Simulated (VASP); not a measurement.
# CuF (P6_3mc) in VASP: further runs

The runs below take CuF through single point, with PBE.

Everything below comes from runs of VASP 6.6.1. Logs are shortened: lines on timing, memory, paths and dates and some standing lists are left out, and cuts for length are marked.

## Step 1: The cell of the first run

It takes space group P6_3mc (No. 186, hexagonal). Conventional cell: a = 2.806 Å, b = 2.806 Å, c = 6.669 Å, α = 90.00°, β = 90.00°, γ = 120.00°. Cu (site symmetry 3m) has 4 F at 1.89 to 2.17 Å within 2.5 Å. Within 2.5 Å of F (site symmetry 3m) lie 4 Cu at 1.89 to 2.17 Å.

## Step 2: Single point, PBE (volume changed by -6%)

Contents of INCAR:

```
SYSTEM = CuF
  PREC = Accurate
  ENCUT = 520
  EDIFF = 1E-7
  ISMEAR = -1
  SIGMA = 0.02
  LREAL = .FALSE.
  LASPH = .TRUE.
  NELM = 60
  ALGO = Normal
  ISIF = 2
  LWAVE = .FALSE.
  LCHARG = .FALSE.
  GGA = PE
  NBANDS = 26
```

Contents of KPOINTS:

```
Automatic mesh
0
G
  9 9 4
  0 0 0
```

Contents of POSCAR:

```
CuF
1.0
    2.8060196842      0.0000000000      0.0000000000
   -1.4030098421      2.4300843300      0.0000000000
    0.0000000000      0.0000000000      6.6687736131
Cu F
2 2
Direct
    0.3333333333      0.6666666667      0.0460751685
    0.6666666667      0.3333333333      0.5460751685
    0.3333333333      0.6666666667      0.3289248315
    0.6666666667      0.3333333333      0.8289248315
```

Potentials or basis: VASP PAW PBE potentials, release 64 (Cu, F).

Command:

```console
cat potpaw_PBE.64/Cu/POTCAR potpaw_PBE.64/F/POTCAR > POTCAR
mpirun -np 1 vasp_std > vasp.out
```

OUTCAR:

```text
SYSTEM = CuF
   PREC = Accurate
   ENCUT = 520
   EDIFF = 1E-7
   ISMEAR = -1
   LREAL = .FALSE.
   LASPH = .TRUE.
   NELM = 60
   ISIF = 2
   GGA = PE

 ion  position               nearest neighbor table
   1  0.333  0.667  0.046-   3 1.89   4 2.17   4 2.17   4 2.17
   2  0.667  0.333  0.546-   4 1.89   3 2.17   3 2.17   3 2.17
   3  0.333  0.667  0.329-   1 1.89   2 2.17   2 2.17   2 2.17
   4  0.667  0.333  0.829-   2 1.89   1 2.17   1 2.17   1 2.17

  LATTYP: Found a hexagonal cell.
 ALAT       =     2.8060196842
 C/A-ratio  =     2.3765954497

  Lattice vectors:

 A1 = (   2.8060196842,   0.0000000000,   0.0000000000)
 A2 = (  -1.4030098421,   2.4300843300,   0.0000000000)
 A3 = (   0.0000000000,   0.0000000000,   6.6687736131)

Analysis of symmetry for initial positions (statically):
=====================================================================
 Subroutine PRICEL returns:
 Original cell was already a primitive cell.

 Routine SETGRP: Setting up the symmetry group for a
 hexagonal supercell.

 Subroutine GETGRP returns: Found 12 space group operations
 (whereof  6 operations were pure point group operations)
 out of a pool of 24 trial point group operations.

The static configuration has the point symmetry C_3v.
 The point group associated with its full space group is C_6v.

Analysis of symmetry for dynamics (positions and initial velocities):
=====================================================================
 Subroutine PRICEL returns:
 Original cell was already a primitive cell.

 Routine SETGRP: Setting up the symmetry group for a
 hexagonal supercell.

 Subroutine GETGRP returns: Found 12 space group operations
 (whereof  6 operations were pure point group operations)
 out of a pool of 24 trial point group operations.

The dynamic configuration has the point symmetry C_3v.
 The point group associated with its full space group is C_6v.

 Subroutine INISYM returns: Found 12 space group operations
 (whereof  6 operations are pure point group operations),
 and found     1 'primitive' translations

----------------------------------------------------------------------------------------

                                     Primitive cell

  volume of cell :      45.4735

  direct lattice vectors                    reciprocal lattice vectors
     2.806019684  0.000000000  0.000000000     0.356376687  0.205754176  0.000000000
    -1.403009842  2.430084330  0.000000000     0.000000000  0.411508353  0.000000000
     0.000000000  0.000000000  6.668773613     0.000000000  0.000000000  0.149952609

  length of vectors
     2.806019684  2.806019684  6.668773613     0.411508353  0.411508353  0.149952609

  position of ions in fractional coordinates (direct lattice)
     0.333333333  0.666666667  0.046075169
     0.666666667  0.333333333  0.546075169
     0.333333333  0.666666667  0.328924831
     0.666666667  0.333333333  0.828924831

  ion indices of the primitive-cell ions
   primitive index   ion index
                 1           1
                 2           2
                 3           3
                 4           4

----------------------------------------------------------------------------------------

 KPOINTS: Automatic mesh

Automatic generation of k-mesh.
 Grid dimensions read from file:
 generate k-points for:    9    9    4

 Generating k-lattice:

  Cartesian coordinates                     Fractional coordinates (reciprocal lattice)
     0.039597410  0.022861575  0.000000000     0.111111111  0.000000000  0.000000000
     0.000000000  0.045723150  0.000000000     0.000000000  0.111111111  0.000000000
     0.000000000  0.000000000  0.037488152     0.000000000  0.000000000  0.250000000

  Length of vectors
     0.045723150  0.045723150  0.037488152

  Shift w.r.t. Gamma in fractional coordinates (k-lattice)
     0.000000000  0.000000000  0.000000000

 Subroutine IBZKPT returns following result:
 ===========================================

 Found     36 irreducible k-points:

 Following reciprocal coordinates:
            Coordinates               Weight
  0.000000  0.000000  0.000000      1.000000
  0.111111  0.000000  0.000000      6.000000
  0.222222 -0.000000  0.000000      6.000000
  0.333333 -0.000000  0.000000      6.000000
  0.444444 -0.000000  0.000000      6.000000
  0.111111  0.111111  0.000000      6.000000
[... 16 lines left out ...]
  0.333333  0.222222  0.250000     24.000000
  0.333333  0.333333  0.250000      4.000000
 [... further k-points ...]
   k-points           NKPTS =     36   k-points in BZ     NKDIM =     36   number of bands    NBANDS=     26
   number of dos      NEDOS =    301   number of ions     NIONS =      4
   total plane-waves  NPLWV =  28800
   dimension x,y,z NGX =    24 NGY =   24 NGZ =   50
   dimension x,y,z NGXF=    48 NGYF=   48 NGZF=  100
   ions per type =               2   2
   NGX,Y,Z   is equivalent  to a cutoff of  14.22, 14.22, 12.46 a.u.
   NGXF,Y,Z  is equivalent  to a cutoff of  28.44, 28.44, 24.93 a.u.
 SYSTEM =  CuF
   PREC   = accura    normal or accurate (medium, high low for compatibility)
   ISTART =      0    job   : 0-new  1-cont  2-samecut
   ICHARG =      2    charge: 1-file 2-atom 10-const
   ISPIN  =      1    spin polarized calculation?
   LNONCOLLINEAR =      F non collinear calculations
   LSORBIT =      F    spin-orbit coupling
   LASPH  =      T    aspherical Exc in radial PAW
   ENCUT  =  520.0 eV  38.22 Ry    6.18 a.u.   5.22  5.22 12.40*2*pi/ulx,y,z
   NELM   =     60;   NELMIN=  2; NELMDL= -5     # of ELM steps
   EDIFF  = 0.1E-06   stopping-criterion for ELM
   LREAL  =      F    real-space projection
   EDIFFG = 0.1E-05   stopping-criterion for IOM
   NSW    =      0    number of steps for IOM
   IBRION =     -1    ionic relax: 0-MD 1-quasi-New 2-CG
   NFREE  =      0    steps in history (QN), initial steepest desc. (CG)
   ISIF   =      2    stress and relaxation
   ISYM   =      2    0-nonsym 1-usesym 2-fastsym
   POTIM  = 0.5000    time-step for ionic-motion
   TEBEG  =    0.0;   TEEND  =   0.0 temperature during run
   PSTRESS=    0.0 pullay stress
   NELECT =      36.0000    total number of electrons
   NUPDOWN=      -1.0000    fix difference up-down
   EMIN   =  10.00;   EMAX   =-10.00  energy-range for DOS
   EFERMI =   0.00;   METHOD = LEGACY
   ISMEAR =    -1;   SIGMA  =   0.02  broadening in eV -4-tet -1-fermi 0-gaus
   EFERMI_NEDOS =   21; number of points for ismear=-14 and -15
   IALGO  =     38    algorithm
   IMIX   =      4    mixing-type and parameters
     AMIX     =   0.40;   BMIX     =  1.00
     AMIX_MAG =   1.60;   BMIX_MAG =  1.00
  volume/ion in A,a.u.               =      11.37        76.72
  Fermi-wavevector in a.u.,A,eV,Ry     =   1.514455  2.861905 31.205960  2.293573
  Thomas-Fermi vector in A             =   2.624110
   LORBIT       =      0    0 simple, 1 ext, 2 COOP (PROOUT), +10 PAW based schemes
   GGA     = PE    functional components
   LHFCALC =     F    Hartree Fock is set to
   AEXX    =    0.0000 exact exchange contribution
   IVDW    =     0    specifies the selected vdW correction
   LEPSILON=     F    determine dielectric tensor
   LRPA    =     F    only Hartree local field effects (RPA)
 non-spin polarized calculation
  energy-cutoff  :      520.00
  volume of cell :       45.47
 maximum number of plane-waves:      1242
 NGX is ok and might be reduce to    24
   NGX = 11   NGY = 11   NGZ = 25

 number of electron      35.9999969 magnetization

 Free energy of the ion-electron system (eV)
  ---------------------------------------------------
  ext. energy  EPLUGINS =         0.00000000
  ---------------------------------------------------
  free energy    TOTEN  =       -14.65759660 eV

  energy without entropy =      -14.65750480  energy(sigma->0) =      -14.65755070

 E-fermi :   4.0721     XC(G=0): -11.1417

 val. band max:        3.9556823559   @ k =   0.3333   0.1111   0.0000
 cond. band min:       4.1246506670   @ k =   0.0000   0.0000   0.0000
 fundamental gap:      0.1689683111
 Fermi energy:         4.0721050381

 k-point     1 :       0.0000    0.0000    0.0000
  band No.  band energies     occupation
      1     -20.2619      2.00000
      2     -20.1138      2.00000
      3      -4.1714      2.00000
      4      -2.7537      2.00000
      5      -0.4697      2.00000
      6      -0.4697      2.00000
[... 18 lines left out ...]
     25      23.4594      0.00000
     26      24.0828      0.00000

 k-point     2 :       0.1111    0.0000    0.0000
  band No.  band energies     occupation
      1     -20.2055      2.00000
      2     -20.0663      2.00000
      3      -4.0140      2.00000
      4      -2.7074      2.00000
      5      -0.9377      2.00000
      6      -0.5384      2.00000
[... 18 lines left out ...]
     25      21.9048      0.00000
     26      22.5890      0.00000

 k-point     3 :       0.2222   -0.0000    0.0000
  band No.  band energies     occupation
      1     -20.0586      2.00000
      2     -19.9443      2.00000
      3      -3.6109      2.00000
      4      -2.6033      2.00000
      5      -1.7329      2.00000
      6      -1.3250      2.00000
[... 18 lines left out ...]
     25      19.0883      0.00000
     26      20.7076      0.00000

 k-point     4 :       0.3333   -0.0000    0.0000
  band No.  band energies     occupation
      1     -19.8841      2.00000
      2     -19.8039      2.00000
      3      -3.1601      2.00000
      4      -2.5963      2.00000
      5      -2.3284      2.00000
      6      -2.0976      2.00000
[... 18 lines left out ...]
     25      18.9101      0.00000
     26      19.4490      0.00000
[... 496 lines left out ...]
      1     -19.7955      2.00000
      2     -19.7517      2.00000
      3      -2.9326      2.00000
      4      -2.6759      2.00000
      5      -2.2063      2.00000
      6      -2.1538      2.00000
[... 18 lines left out ...]
     25      15.8396      0.00000
     26      18.3707      0.00000

 k-point    23 :       0.3333    0.2222    0.2500
  band No.  band energies     occupation
      1     -19.7028      2.00000
      2     -19.6815      2.00000
      3      -2.7540      2.00000
      4      -2.6731      2.00000
      5      -2.2846      2.00000
      6      -2.2637      2.00000
[... 18 lines left out ...]
     25      17.0958      0.00000
     26      18.6713      0.00000

 k-point    24 :       0.3333    0.3333    0.2500
  band No.  band energies     occupation
      1     -19.6640      2.00000
      2     -19.6640      2.00000
      3      -2.6142      2.00000
      4      -2.6142      2.00000
      5      -2.1334      2.00000
      6      -1.9795      2.00000
[... 18 lines left out ...]
     25      18.0362      0.00000
     26      18.8645      0.00000

 [... further k-points ...]

------------------------ aborting loop because EDIFF is reached ----------------------------------------

  FORCE on cell =-STRESS in cart. coord.  units (eV):
  Direction    XX          YY          ZZ          XY          YZ          ZX
  --------------------------------------------------------------------------------------
  -------------------------------------------------------------------------------------
  Total        1.1494949      1.1494949      3.3596943      0.0000000     -0.0000000      0.0000000
  in kB       40.5004261     40.5004260    118.3729051      0.0000000     -0.0000000      0.0000000
  external PRESSURE =      66.4579191 kB  Pullay stress =       0.0000000 kB

 VOLUME and BASIS-vectors are now :
 -----------------------------------------------------------------------------
  energy-cutoff  :      520.00
  volume of cell :       45.47
      direct lattice vectors                 reciprocal lattice vectors
     2.806019684  0.000000000  0.000000000     0.356376687  0.205754176  0.000000000
    -1.403009842  2.430084330  0.000000000     0.000000000  0.411508353  0.000000000
     0.000000000  0.000000000  6.668773613     0.000000000  0.000000000  0.149952609

 POSITION                                       TOTAL-FORCE (eV/Angst)
 -----------------------------------------------------------------------------------
     -0.00000      1.62006      0.30726        -0.000000      0.000000     -0.161075
      1.40301      0.81003      3.64165         0.000000     -0.000000     -0.161075
     -0.00000      1.62006      2.19353        -0.000000      0.000000      0.161075
      1.40301      0.81003      5.52791         0.000000     -0.000000      0.161075
 -----------------------------------------------------------------------------------
    total drift:                                0.000000      0.000001      0.001976

  FREE ENERGIE OF THE ION-ELECTRON SYSTEM (eV)
  ---------------------------------------------------
  free  energy   TOTEN  =       -14.6575966004 eV

  energy  without entropy=      -14.6575047960  energy(sigma->0) =      -14.65755070
```

Wall time 26 s (1 thread of Intel Xeon 6975P-C (Granite Rapids), shared host); peak memory 0.18 GiB.

Results:

```
Free energy            : -14.6576 eV
Pressure               : 6.6 GPa
Largest force          : 0.161 eV/Å
Band gap on the k mesh : 0.17 eV, indirect (least direct gap 0.50 eV)
```

Forces in eV/Å, atoms in the order of the input:
```
Cu   0.000  0.000 -0.161
Cu   0.000  0.000 -0.161
F    0.000  0.000  0.161
F    0.000  0.000  0.161
```

 A k mesh can miss the band edges.

[end of part 1 of 2]
